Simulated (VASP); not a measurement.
The system is SnSe.

```
Sn Se
1.0
     0.00000    3.01000    3.01000
     3.01000    0.00000    3.01000
     3.01000    3.01000    0.00000
Sn Se
1 1
Direct
  0.00000 0.00000 0.00000
  0.50000 0.50000 0.50000
```

| Item | Value |
| --- | --- |
| Program | VASP 6.6.1 |
| Task | relaxation of cell and atoms |
| Functional | revPBE |
| Dispersion | D3(BJ) |
| Potentials or basis | VASP PAW PBE potentials, release 64 (Sn_d, Se) |
| Cutoff | 600 eV |
| k mesh | 8 × 8 × 8 |
| Occupations | fermi-dirac, width 0.05 eV |
| Spin | no spin polarisation |

At the start: pressure -2.0 GPa; volume 27.27 Å³/atom.

**Question.** How do energy, volume and symmetry change on relaxing?

**Answer.** Over 3 steps the energy falls by 6.5 meV/atom and the volume is 26.24 Å³/atom (-3.8 %); space group Fm-3m (No. 225, to 0.05 Å).

Step by step:
| step | energy change (eV) | largest force (eV/Å) | pressure (GPa) | volume (Å³) |
| --- | --- | --- | --- | --- |
| 1 | 0.0000 | 0.0000 | -1.97 | 54.54 |
| 2 | -0.0121 | 0.0000 | 0.57 | 51.94 |
| 3 | -0.0130 | 0.0000 | 0.01 | 52.48 |

Final structure:
```
Sn Se
1.0
     0.00000    2.97152    2.97152
     2.97152    0.00000    2.97152
     2.97152    2.97152    0.00000
Sn Se
1 1
Cartesian
  0.0000 0.0000 0.0000
  2.9715 2.9715 2.9715
```

Caveat: the PAW data sets were made with another functional, which shifts forces and pressure a little.
